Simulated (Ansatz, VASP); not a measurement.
**Two plane-wave programs on ZrC**

File INCAR:

```
SYSTEM = ZrC
PREC = Accurate
ENCUT = 520
EDIFF = 1E-6
ISMEAR = 0
SIGMA = 0.1
LREAL = Auto
LASPH = .True.
NELM = 60
ALGO = Normal
ISIF = 2
LWAVE = .False.
LCHARG = .False.
LDIPOL = .True.
IDIPOL = 3
DIPOL = 0.5 0.5 0.420
GGA = PE
IVDW = 12
NBANDS = 114
```

Contents of KPOINTS:

```
regular mesh
0
Gamma
  3 3 1
  0 0 0
```

The input POSCAR:

```
ZrC
1.0
    6.6085416874      0.0000000000      0.0000000000
    0.0000000000      6.6085416874      0.0000000000
    0.0000000000      0.0000000000     24.4851446409
Zr C
12 12
Direct
    0.5000000000      0.5000000000      0.3267287213
    0.5000000000      0.0000000000      0.3267287213
    0.0000000000      0.5000000000      0.3267287213
    0.0000000000      0.0000000000      0.3267287213
    0.7498813585      0.7497500224      0.4198310321
    0.7498993859      0.2501719580      0.4198175470
    0.2501023069      0.7497544671      0.4198293690
    0.2500856924      0.2501832437      0.4198350565
   -0.0001020098     -0.0001140428      0.5118240166
   -0.0000460510      0.4999965357      0.5118865364
    0.5001374208     -0.0000004818      0.5116619896
    0.4998641330      0.5000310277      0.5123503885
    0.2500000000      0.2500000000      0.3267287213
    0.2500000000      0.7500000000      0.3267287213
    0.7500000000      0.2500000000      0.3267287213
    0.7500000000      0.7500000000      0.3267287213
    0.4998948822      0.4999462864      0.4193870544
    0.4999092027      0.0000175598      0.4194068020
    0.0000253269      0.4999177302      0.4194265649
    0.0000864468      0.0000091242      0.4193863111
    0.7500978383      0.7505763546      0.5140980268
    0.7500165906      0.2494330326      0.5145331585
    0.2499083816      0.7501389183      0.5147177289
    0.2499335633      0.2499313278      0.5146176406
```

Input for Ansatz:

```yaml
crystal:
  lattice:
    - [6.6085416874, 0.0, 0.0]
    - [0.0, 6.6085416874, 0.0]
    - [0.0, 0.0, 24.4851446409]
  atoms:
    - { symbol: Zr, position: [0.5, 0.5, 0.3267287213] }
    - { symbol: Zr, position: [0.5, 0.0, 0.3267287213] }
    - { symbol: Zr, position: [0.0, 0.5, 0.3267287213] }
    - { symbol: Zr, position: [0.0, 0.0, 0.3267287213] }
    - { symbol: C, position: [0.25, 0.25, 0.3267287213] }
    - { symbol: C, position: [0.25, 0.75, 0.3267287213] }
    - { symbol: C, position: [0.75, 0.25, 0.3267287213] }
    - { symbol: C, position: [0.75, 0.75, 0.3267287213] }
    - { symbol: Zr, position: [0.7498813585, 0.7497500224, 0.4198310321] }
    - { symbol: Zr, position: [0.7498993859, 0.250171958, 0.419817547] }
    - { symbol: Zr, position: [0.2501023069, 0.7497544671, 0.419829369] }
    - { symbol: Zr, position: [0.2500856924, 0.2501832437, 0.4198350565] }
    - { symbol: C, position: [0.4998948822, 0.4999462864, 0.4193870544] }
    - { symbol: C, position: [0.4999092027, 1.75598e-05, 0.419406802] }
    - { symbol: C, position: [2.53269e-05, 0.4999177302, 0.4194265649] }
    - { symbol: C, position: [8.64468e-05, 9.1242e-06, 0.4193863111] }
    - { symbol: Zr, position: [-0.0001020098, -0.0001140428, 0.5118240166] }
    - { symbol: Zr, position: [-4.6051e-05, 0.4999965357, 0.5118865364] }
    - { symbol: Zr, position: [0.5001374208, -4.818e-07, 0.5116619896] }
    - { symbol: Zr, position: [0.499864133, 0.5000310277, 0.5123503885] }
    - { symbol: C, position: [0.7500978383, 0.7505763546, 0.5140980268] }
    - { symbol: C, position: [0.7500165906, 0.2494330326, 0.5145331585] }
    - { symbol: C, position: [0.2499083816, 0.7501389183, 0.5147177289] }
    - { symbol: C, position: [0.2499335633, 0.2499313278, 0.5146176406] }
basis:
  ecutwfc: 420
kpoints:
  mp_grid: { grid: [3, 3, 1] }
hamiltonian:
  xc: pbe
  dispersion: d3bj
scf:
  occupations: { method: gaussian, width: 0.1 }
output:
  forces: true
  eigenvalues: true
  write_density: true
  volumetric_format: npy
efield:
  axis: 3
  dipole_correction: true
  ramp_width: 0.04
```

Alike in both runs: task single point; functional PBE; dispersion D3(BJ); k mesh 3 × 3 × 1; occupations gaussian, width 0.1 eV; no spin polarisation.

|  | VASP | Ansatz |
| --- | --- | --- |
| version | VASP 6.6.1 | Ansatz 0.2.0 |
| potentials or method | VASP PAW PBE potentials, release 64 (Zr_sv, C), cutoff 520 eV | scalar-relativistic, plane waves, PAW |
| valence electrons in the cell | 192 | 192 |

```csv
,VASP,Ansatz,Ansatz less VASP
gap on the k mesh at the Fermi level (eV),none,none,-
rms of the force components (eV/Å),0.165,0.164,-0.0008
```

A gap of «none» marks a metal or a gap that the smearing closes.
